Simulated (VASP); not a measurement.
# InP (Fm-3m) in VASP: further runs

Runs on InP. Level: PBE. Tasks: single point.

Everything below comes from runs of VASP 6.6.1. Logs are shortened: lines on timing, memory, paths and dates and some standing lists are left out, and cuts for length are marked.

### 1 The cell of the first run

Symmetry: Fm-3m, No. 225, cubic system. The conventional cell has a = 5.684 Å, b = 5.684 Å, c = 5.684 Å, α = 90.00°, β = 90.00°, γ = 90.00°. In (site symmetry m-3m) has 6 P at 2.84 Å within 3.7 Å. Within 3.7 Å of P (site symmetry m-3m) lie 6 In at 2.84 Å.

### 2 Single point, PBE (22.96 Å³/atom)

File INCAR:

```
SYSTEM = InP
  PREC = Accurate
  ENCUT = 520
  EDIFF = 1E-7
  ISMEAR = 0
  SIGMA = 0.15
  LREAL = .False.
  LASPH = .True.
  NELM = 60
  ALGO = Normal
  ISIF = 2
  LWAVE = .False.
  LCHARG = .False.
  GGA = PE
  NBANDS = 16
```

File KPOINTS:

```
Automatic mesh
0
Gamma
  20 20 20
  0 0 0
```

File POSCAR:

```
InP
1.0
    0.0000000000      2.8421348756      2.8421348756
    2.8421348756      0.0000000000      2.8421348756
    2.8421348756      2.8421348756      0.0000000000
In P
1 1
Direct
    0.0000000000      0.0000000000      0.0000000000
    0.5000000000      0.5000000000      0.5000000000
```

Potentials or basis: VASP PAW PBE potentials, release 64 (In_d, P).

Command:

```bash
$ cat potpaw_PBE.64/In_d/POTCAR potpaw_PBE.64/P/POTCAR > POTCAR
$ mpirun -np 1 vasp_std > vasp.out
```

OUTCAR:

```text
SYSTEM = InP
   PREC = Accurate
   ENCUT = 520
   EDIFF = 1E-7
   ISMEAR = 0
   LREAL = .False.
   LASPH = .True.
   NELM = 60
   ISIF = 2
   GGA = PE

 ion  position               nearest neighbor table
   1  0.000  0.000  0.000-   2 2.84   2 2.84   2 2.84   2 2.84   2 2.84   2 2.84
   2  0.500  0.500  0.500-   1 2.84   1 2.84   1 2.84   1 2.84   1 2.84   1 2.84

  LATTYP: Found a face centered cubic cell.
 ALAT       =     5.6842697512

  Lattice vectors:

 A1 = (   0.0000000000,   2.8421348756,   2.8421348756)
 A2 = (   2.8421348756,   0.0000000000,   2.8421348756)
 A3 = (   2.8421348756,   2.8421348756,   0.0000000000)

Analysis of symmetry for initial positions (statically):
=====================================================================
 Subroutine PRICEL returns:
 Original cell was already a primitive cell.

 Routine SETGRP: Setting up the symmetry group for a
 face centered cubic supercell.

 Subroutine GETGRP returns: Found 48 space group operations
 (whereof 48 operations were pure point group operations)
 out of a pool of 48 trial point group operations.

The static configuration has the point symmetry O_h .

Analysis of symmetry for dynamics (positions and initial velocities):
=====================================================================
 Subroutine PRICEL returns:
 Original cell was already a primitive cell.

 Routine SETGRP: Setting up the symmetry group for a
 face centered cubic supercell.

 Subroutine GETGRP returns: Found 48 space group operations
 (whereof 48 operations were pure point group operations)
 out of a pool of 48 trial point group operations.

The dynamic configuration has the point symmetry O_h .

 Subroutine INISYM returns: Found 48 space group operations
 (whereof 48 operations are pure point group operations),
 and found     1 'primitive' translations

----------------------------------------------------------------------------------------

                                     Primitive cell

  volume of cell :      45.9160

  direct lattice vectors                    reciprocal lattice vectors
     0.000000000  2.842134876  2.842134876    -0.175924093  0.175924093  0.175924093
     2.842134876  0.000000000  2.842134876     0.175924093 -0.175924093  0.175924093
     2.842134876  2.842134876  0.000000000     0.175924093  0.175924093 -0.175924093

  length of vectors
     4.019385687  4.019385687  4.019385687     0.304709467  0.304709467  0.304709467

  position of ions in fractional coordinates (direct lattice)
     0.000000000  0.000000000  0.000000000
     0.500000000  0.500000000  0.500000000

  ion indices of the primitive-cell ions
   primitive index   ion index
                 1           1
                 2           2

----------------------------------------------------------------------------------------

 KPOINTS: Automatic mesh

Automatic generation of k-mesh.
 Grid dimensions read from file:
 generate k-points for:   20   20   20

 Generating k-lattice:

  Cartesian coordinates                     Fractional coordinates (reciprocal lattice)
    -0.008796205  0.008796205  0.008796205     0.050000000  0.000000000  0.000000000
     0.008796205 -0.008796205  0.008796205     0.000000000  0.050000000  0.000000000
     0.008796205  0.008796205 -0.008796205     0.000000000  0.000000000  0.050000000

  Length of vectors
     0.015235473  0.015235473  0.015235473

  Shift w.r.t. Gamma in fractional coordinates (k-lattice)
     0.000000000  0.000000000  0.000000000

 Subroutine IBZKPT returns following result:
 ===========================================

 Found    256 irreducible k-points:

 Following reciprocal coordinates:
            Coordinates               Weight
  0.000000  0.000000  0.000000      1.000000
  0.050000  0.000000  0.000000      8.000000
  0.100000  0.000000  0.000000      8.000000
  0.150000  0.000000  0.000000      8.000000
  0.200000  0.000000  0.000000      8.000000
  0.250000  0.000000  0.000000      8.000000
[... 16 lines left out ...]
 -0.400000  0.050000  0.000000     24.000000
 -0.350000  0.050000  0.000000     24.000000
 [... further k-points ...]
   k-points           NKPTS =    256   k-points in BZ     NKDIM =    256   number of bands    NBANDS=     16
   number of dos      NEDOS =    301   number of ions     NIONS =      2
   total plane-waves  NPLWV =  27000
   dimension x,y,z NGX =    30 NGY =   30 NGZ =   30
   dimension x,y,z NGXF=    60 NGYF=   60 NGZF=   60
   ions per type =               1   1
   NGX,Y,Z   is equivalent  to a cutoff of  12.41, 12.41, 12.41 a.u.
   NGXF,Y,Z  is equivalent  to a cutoff of  24.82, 24.82, 24.82 a.u.
 SYSTEM =  InP
   PREC   = accura    normal or accurate (medium, high low for compatibility)
   ISTART =      0    job   : 0-new  1-cont  2-samecut
   ICHARG =      2    charge: 1-file 2-atom 10-const
   ISPIN  =      1    spin polarized calculation?
   LNONCOLLINEAR =      F non collinear calculations
   LSORBIT =      F    spin-orbit coupling
   LASPH  =      T    aspherical Exc in radial PAW
   ENCUT  =  520.0 eV  38.22 Ry    6.18 a.u.   7.47  7.47  7.47*2*pi/ulx,y,z
   NELM   =     60;   NELMIN=  2; NELMDL= -5     # of ELM steps
   EDIFF  = 0.1E-06   stopping-criterion for ELM
   LREAL  =      F    real-space projection
   EDIFFG = 0.1E-05   stopping-criterion for IOM
   NSW    =      0    number of steps for IOM
   IBRION =     -1    ionic relax: 0-MD 1-quasi-New 2-CG
   NFREE  =      0    steps in history (QN), initial steepest desc. (CG)
   ISIF   =      2    stress and relaxation
   ISYM   =      2    0-nonsym 1-usesym 2-fastsym
   POTIM  = 0.5000    time-step for ionic-motion
   TEBEG  =    0.0;   TEEND  =   0.0 temperature during run
   PSTRESS=    0.0 pullay stress
   NELECT =      18.0000    total number of electrons
   NUPDOWN=      -1.0000    fix difference up-down
   EMIN   =  10.00;   EMAX   =-10.00  energy-range for DOS
   EFERMI =   0.00;   METHOD = LEGACY
   ISMEAR =     0;   SIGMA  =   0.15  broadening in eV -4-tet -1-fermi 0-gaus
   EFERMI_NEDOS =   21; number of points for ismear=-14 and -15
   IALGO  =     38    algorithm
   IMIX   =      4    mixing-type and parameters
     AMIX     =   0.40;   BMIX     =  1.00
     AMIX_MAG =   1.60;   BMIX_MAG =  1.00
  volume/ion in A,a.u.               =      22.96       154.93
  Fermi-wavevector in a.u.,A,eV,Ry     =   1.198149  2.264174 19.532007  1.435562
  Thomas-Fermi vector in A             =   2.334046
   LORBIT       =      0    0 simple, 1 ext, 2 COOP (PROOUT), +10 PAW based schemes
   GGA     = PE    functional components
   LHFCALC =     F    Hartree Fock is set to
   AEXX    =    0.0000 exact exchange contribution
   IVDW    =     0    specifies the selected vdW correction
   LEPSILON=     F    determine dielectric tensor
   LRPA    =     F    only Hartree local field effects (RPA)
 non-spin polarized calculation
 Gauss-broadening in eV      SIGMA  =   0.15
  energy-cutoff  :      520.00
  volume of cell :       45.92
 maximum number of plane-waves:      1258
 NGX is ok and might be reduce to    30
   NGX = 15   NGY = 15   NGZ = 15

 number of electron      17.9999990 magnetization

 Free energy of the ion-electron system (eV)
  ---------------------------------------------------
  ext. energy  EPLUGINS =         0.00000000
  ---------------------------------------------------
  free energy    TOTEN  =        -7.86729238 eV

  energy without entropy =       -7.85151487  energy(sigma->0) =       -7.85940362

 E-fermi :   6.1238     XC(G=0): -10.0380

 val. band max:        6.1184539721   @ k =  -0.1000   0.1500   0.0500
 cond. band min:       6.1259078815   @ k =   0.3500   0.0000   0.0000
 fundamental gap:      0.0074539094
 Fermi energy:         6.1237993896

 k-point     1 :       0.0000    0.0000    0.0000
  band No.  band energies     occupation
      1      -8.0222      2.00000
      2      -8.0222      2.00000
      3      -8.0074      2.00000
      4      -8.0074      2.00000
      5      -8.0074      2.00000
      6      -5.3421      2.00000
[... 8 lines left out ...]
     15      14.1186      0.00000
     16      14.1186      0.00000

 k-point     2 :       0.0500    0.0000    0.0000
  band No.  band energies     occupation
      1      -8.0229      2.00000
      2      -8.0229      2.00000
      3      -8.0074      2.00000
      4      -8.0062      2.00000
      5      -8.0062      2.00000
      6      -5.3138      2.00000
[... 8 lines left out ...]
     15      13.8668      0.00000
     16      14.1858      0.00000

 k-point     3 :       0.1000    0.0000    0.0000
  band No.  band energies     occupation
      1      -8.0256      2.00000
      2      -8.0256      2.00000
      3      -8.0074      2.00000
      4      -8.0024      2.00000
      5      -8.0024      2.00000
      6      -5.2291      2.00000
[... 8 lines left out ...]
     15      13.7213      0.00000
     16      14.1828      0.00000

 k-point     4 :       0.1500    0.0000    0.0000
  band No.  band energies     occupation
      1      -8.0304      2.00000
      2      -8.0304      2.00000
      3      -8.0075      2.00000
      4      -7.9958      2.00000
      5      -7.9958      2.00000
      6      -5.0896      2.00000
[... 8 lines left out ...]
     15      13.9171      0.00000
     16      14.1313      0.00000

 k-point     5 :       0.2000    0.0000    0.0000
  band No.  band energies     occupation
      1      -8.0369      2.00000
      2      -8.0369      2.00000
      3      -8.0078      2.00000
      4      -7.9870      2.00000
      5      -7.9870      2.00000
      6      -4.8985      2.00000
[... 8 lines left out ...]
     15      14.2650      0.00000
     16      14.2650      0.00000

 k-point     6 :       0.2500    0.0000    0.0000
  band No.  band energies     occupation
      1      -8.0442      2.00000
      2      -8.0442      2.00000
      3      -8.0084      2.00000
      4      -7.9771      2.00000
      5      -7.9771      2.00000
      6      -4.6615      2.00000
[... 8 lines left out ...]
     15      14.7161      0.00000
     16      14.7161      0.00000

 k-point     7 :       0.3000    0.0000    0.0000
  band No.  band energies     occupation
      1      -8.0515      2.00000
      2      -8.0515      2.00000
      3      -8.0092      2.00000
      4      -7.9671      2.00000
      5      -7.9671      2.00000
      6      -4.3885      2.00000
[... 8 lines left out ...]
     15      15.2496      0.00000
     16      15.2496      0.00000

 k-point     8 :       0.3500    0.0000    0.0000
  band No.  band energies     occupation
      1      -8.0582      2.00000
      2      -8.0582      2.00000
      3      -8.0101      2.00000
      4      -7.9580      2.00000
      5      -7.9580      2.00000
      6      -4.0970      2.00000
[... 8 lines left out ...]
     15      15.8434      0.00000
     16      15.8434      0.00000

 k-point     9 :       0.4000    0.0000    0.0000
  band No.  band energies     occupation
      1      -8.0635      2.00000
      2      -8.0635      2.00000
      3      -8.0110      2.00000
      4      -7.9508      2.00000
      5      -7.9508      2.00000
      6      -3.8182      2.00000
[... 8 lines left out ...]
     15      16.4573      0.00000
     16      16.4573      0.00000
[... 172 lines left out ...]
 k-point    19 :       0.4000    0.0500    0.0000
  band No.  band energies     occupation
      1      -8.0678      2.00000
      2      -8.0579      2.00000
      3      -8.0099      2.00000
      4      -7.9569      2.00000
      5      -7.9502      2.00000
      6      -3.8806      2.00000
[... 8 lines left out ...]
     15      16.3978      0.00000
     16      16.6485      0.00000

 k-point    20 :       0.4500    0.0500    0.0000
  band No.  band energies     occupation
      1      -8.0710      2.00000
      2      -8.0629      2.00000
      3      -8.0103      2.00000
      4      -7.9507      2.00000
      5      -7.9457      2.00000
      6      -3.6386      2.00000
[... 8 lines left out ...]
     15      17.0534      0.00000
     16      17.1271      0.00000

 k-point    21 :       0.5000    0.0500    0.0000
  band No.  band energies     occupation
      1      -8.0719      2.00000
      2      -8.0658      2.00000
      3      -8.0105      2.00000
      4      -7.9471      2.00000
      5      -7.9442      2.00000
      6      -3.5057      2.00000
[... 8 lines left out ...]
     15      17.2604      0.00000
     16      17.5595      0.00000

 k-point    22 :      -0.4500    0.0500    0.0000
  band No.  band energies     occupation
      1      -8.0703      2.00000
      2      -8.0665      2.00000
      3      -8.0104      2.00000
      4      -7.9465      2.00000
      5      -7.9460      2.00000
      6      -3.5340      2.00000
[... 8 lines left out ...]
     15      16.9182      0.00000
     16      17.6248      0.00000

 k-point    23 :      -0.4000    0.0500    0.0000
  band No.  band energies     occupation
      1      -8.0664      2.00000
      2      -8.0650      2.00000
      3      -8.0101      2.00000
      4      -7.9507      2.00000
      5      -7.9489      2.00000
      6      -3.7110      2.00000
[... 8 lines left out ...]
     15      16.3282      0.00000
     16      17.2791      0.00000

 k-point    24 :      -0.3500    0.0500    0.0000
  band No.  band energies     occupation
      1      -8.0613      2.00000
      2      -8.0606      2.00000
      3      -8.0095      2.00000
      4      -7.9580      2.00000
      5      -7.9541      2.00000
      6      -3.9747      2.00000
[... 8 lines left out ...]
     15      15.6884      0.00000
     16      16.7095      0.00000

 [... further k-points ...]

------------------------ aborting loop because EDIFF is reached ----------------------------------------

  FORCE on cell =-STRESS in cart. coord.  units (eV):
  Direction    XX          YY          ZZ          XY          YZ          ZX
  --------------------------------------------------------------------------------------
  -------------------------------------------------------------------------------------
  Total       -1.3500124     -1.3500124     -1.3500124     -0.0000000      0.0000000     -0.0000000
  in kB      -47.1068737    -47.1068737    -47.1068737     -0.0000000      0.0000000     -0.0000000
  external PRESSURE =     -47.1068737 kB  Pullay stress =       0.0000000 kB

 VOLUME and BASIS-vectors are now :
 -----------------------------------------------------------------------------
  energy-cutoff  :      520.00
  volume of cell :       45.92
      direct lattice vectors                 reciprocal lattice vectors
     0.000000000  2.842134876  2.842134876    -0.175924093  0.175924093  0.175924093
     2.842134876  0.000000000  2.842134876     0.175924093 -0.175924093  0.175924093
     2.842134876  2.842134876  0.000000000     0.175924093  0.175924093 -0.175924093

 POSITION                                       TOTAL-FORCE (eV/Angst)
 -----------------------------------------------------------------------------------
      0.00000      0.00000      0.00000         0.000000      0.000000      0.000000
      2.84213      2.84213      2.84213        -0.000000     -0.000000     -0.000000
 -----------------------------------------------------------------------------------
    total drift:                               -0.000000      0.000000      0.000000

  FREE ENERGIE OF THE ION-ELECTRON SYSTEM (eV)
  ---------------------------------------------------
  free  energy   TOTEN  =        -7.8672923815 eV

  energy  without entropy=       -7.8515148661  energy(sigma->0) =       -7.85940362
```

Wall time 74 s (1 thread of Intel Xeon 6975P-C (Granite Rapids), shared host); peak memory 0.31 GiB.

What came out:

```
Free energy            : -7.8673 eV
Pressure               : -4.7 GPa
Band gap on the k mesh : zero (bands 9 and 10 overlap by 2.37 eV)
```

Caveat: the cell stands under tension; spin-orbit coupling is left out, which moves the levels of the heavy elements.

(Part 1 of 2 ends here.)
